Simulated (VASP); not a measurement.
Write the native input for VASP 6.6.1 that does the following.

- Task: single point
- Functional: PBEsol
- Potentials or basis: VASP PAW PBE potentials, release 64 (F, C)
- Cutoff: 520 eV
- k mesh: 1 × 1 × 1
- Occupations: gaussian, width 0.03 eV
- Spin: no spin polarisation
- Tolerance level: screening
- Purpose: energy
- Further INCAR settings: LREAL = Auto; ALGO = Normal; EDIFF = 1e-06; NELMDL = -8; ISIF = 0

The structure of F2C2 lies in POSCAR:

```
CF
1.0
   10.0000000000      0.0000000000      0.0000000000
    0.0000000000     10.0000000000      0.0000000000
    0.0000000000      0.0000000000     13.0000000000
F C
2 2
Direct
    0.4862750000      0.5164100000      0.6455307700
    0.5163250000      0.4877900000      0.3597000000
    0.4965450000      0.5066300000      0.5478692300
    0.5060550000      0.4975700000      0.4604384600
```

This cell differs from its parent crystal: last atom moved by 0.04 Å along z.

These files were run (other wordings do the same):

INCAR

```
ALGO = Normal
EDIFF = 1E-6
EFERMI = MIDGAP
ENCUT = 520
GGA = PS
GGA_COMPAT = False
ISIF = 0
ISMEAR = 0
LASPH = True
LCHARG = False
LREAL = Auto
LWAVE = False
NELM = 120
NELMDL = -8
PREC = Accurate
ROPT = -0.00025 -0.00025
SIGMA = 0.03
```

KPOINTS

```
k-points
0
Gamma
  1 1 1
```

Potentials or basis: VASP PAW PBE potentials, release 64 (F, C).

Launch:

```console
$ cat potpaw_PBE.64/F/POTCAR potpaw_PBE.64/C/POTCAR > POTCAR
$ mpirun -np 1 vasp_gam > vasp.out
```

It gave:

```json
{
 "Largest force": "7.645 eV/Å",
 "Gap between the frontier levels": "6.19 eV"
}
```

Caveat: the cell differs from its parent crystal (last atom moved by 0.04 Å along z); the PAW data sets were made with another functional, which shifts forces and pressure a little.

Run time: 62 s on 1 thread of Intel(R) Xeon(R) 6975P-C (Granite Rapids), on a shared host, peak memory 1 GiB.
